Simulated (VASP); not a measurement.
Wanted: the native input for a VASP 6.6.1 run.

```
Task                   : single point
Functional             : LDA
Potentials or basis    : VASP PAW LDA potentials, release 64 (Te, Be)
Cutoff                 : 520 eV
k mesh                 : 8 × 8 × 8
Occupations            : fermi-dirac, width 0.05 eV
Spin                   : no spin polarisation
Dipole correction      : no
Further INCAR settings : ALGO = Normal; EDIFF = 1e-06; NBANDS = 11
```

The structure of BeTe lies in POSCAR:

```
BeTe
1.0
    0.0000000000      2.7774796900      2.7774796900
    2.7774796900      0.0000000000      2.7774796900
    2.7774796900      2.7774796900      0.0000000000
Te Be
1 1
Direct
    0.7500000000      0.7500000000      0.7500000000
    0.0000000000      0.0000000000      0.0000000000
```

The input as run:

INCAR

```
PREC = Accurate ; ENCUT = 520
EDIFF = 1E-6 ; ISMEAR = -1
SIGMA = 0.05 ; LREAL = False
LASPH = True ; NELM = 80
ALGO = Normal ; ISIF = 2
LWAVE = False ; LCHARG = False
NBANDS = 11
```

KPOINTS

```
Automatic mesh
0
Gamma
  8 8 8
```

Potentials or basis: VASP PAW LDA potentials, release 64 (Te, Be).

Launch:

```bash
$ cat potpaw_LDA.64/Te/POTCAR potpaw_LDA.64/Be/POTCAR > POTCAR
$ mpirun -np 1 vasp_std > vasp.out
```

Results of the run:

The pressure is 0.3 GPa. The band gap on the k mesh is 1.77 eV, indirect (least direct gap 3.55 eV).

Caveat: spin-orbit coupling is left out, which moves the levels of the heavy elements.

It took 19 s on 1 thread of Intel Xeon 8259CL, on a shared host, peak memory 0.15 GiB.
